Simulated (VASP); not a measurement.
# Tb: single point with PBEsol

The system is Tb.

```
Tb
1.0
     3.60100    0.00000    0.00000
    -1.80050    3.11856    0.00000
     0.00000    0.00000    5.69360
Tb
2
Direct
  0.66667 0.33333 0.75000
  0.33333 0.66667 0.25000
```

* Program: VASP 6.6.1
* Task: single point
* Functional: PBEsol
* Potentials or basis: VASP PAW PBE potentials, release 64 (Tb)
* Cutoff: 520 eV
* k mesh: 7 × 7 × 4
* Occupations: gaussian, width 0.025 eV
* Spin: collinear spin, ferromagnetic start
* Starting moments: [6.0, 6.0] μB

* Pressure: -2.5 GPa
* Net moment: 11.62 μB per cell
* Site moments: Tb +5.69 μB
* Valence electrons inside the program's atomic spheres: Tb 16.29

Stress tensor (GPa, compression positive):
```
-2.59  0.00  0.00
 0.00 -2.59  0.00
 0.00  0.00 -2.40
```

Levels at points of the mesh, in eV from the Fermi level:
Spin up:
```csv
k point,band 21,band 22,band 23,band 24,band 25,band 26,band 27,band 28
"(0.00, 0.00, 0.00)",-3.94,-3.75,-3.65,-2.10,1.38,1.77,1.77,2.08
"(0.00, 0.00, 0.50)",-3.71,-3.71,-3.36,-3.36,1.01,1.01,1.67,1.67
```
Spin down:
| k point | band 10 | band 11 | band 12 | band 13 | band 14 | band 15 | band 16 | band 17 |
| --- | --- | --- | --- | --- | --- | --- | --- | --- |
| (0.00, 0.00, 0.00) | -1.84 | -0.18 | -0.15 | -0.10 | -0.02 | 0.14 | 0.14 | 0.19 |
| (0.00, 0.00, 0.50) | -3.05 | -0.25 | -0.25 | -0.06 | -0.06 | 0.16 | 0.16 | 0.16 |

Wall time 5.8 min on 1 thread of Intel(R) Xeon(R) Platinum 8488C (Sapphire Rapids), on a shared host, peak memory 0.26 GiB.

Caveat: the magnetic or orbital state may not be the lowest; the PAW data sets were made with another functional, which shifts forces and pressure a little; spin-orbit coupling is left out, which moves the levels of the heavy elements; semilocal functionals describe open f shells poorly, which spoils levels, moments and volumes. The state reached can hang on the start; a lower one may exist.
